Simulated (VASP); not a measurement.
Input of a VASP 6.6.1 run:

The input INCAR:

```
SYSTEM = LiCl
ALGO = Normal
EDIFF = 1E-6
ENCUT = 520
GGA = PE
ISIF = 2
ISMEAR = 0
LASPH = .True.
LCHARG = .False.
LREAL = .False.
LWAVE = .False.
NBANDS = 18
NELM = 80
PREC = Accurate
SIGMA = 0.01
```

The input KPOINTS:

```
k-points
0
Gamma
  6 6 2
  0 0 0
```

Contents of POSCAR:

```
LiCl
1.0
    3.6335647486      0.0000000000      0.0000000000
   -1.8167823743      3.1467593786      0.0000000000
    0.0000000000      0.0000000000      6.1228550567
Li Cl
2 2
Direct
    0.0000000000      0.0000000000      0.0000000000
    0.0000000000      0.0000000000      0.5000000000
    0.3333333333      0.6666666667      0.2500000000
    0.6666666667      0.3333333333      0.7500000000
```

Potentials or basis: VASP PAW PBE potentials, release 64 (Li_sv, Cl).

Run with:

```console
$ cat potpaw_PBE.64/Li_sv/POTCAR potpaw_PBE.64/Cl/POTCAR > POTCAR
$ mpirun -np 1 vasp_std > vasp.out
```

(1) Estimate the band gap on the k mesh.

Answers

(1) 6.09 eV.

Caveat: the k points lie up to 0.51 Å⁻¹ apart.
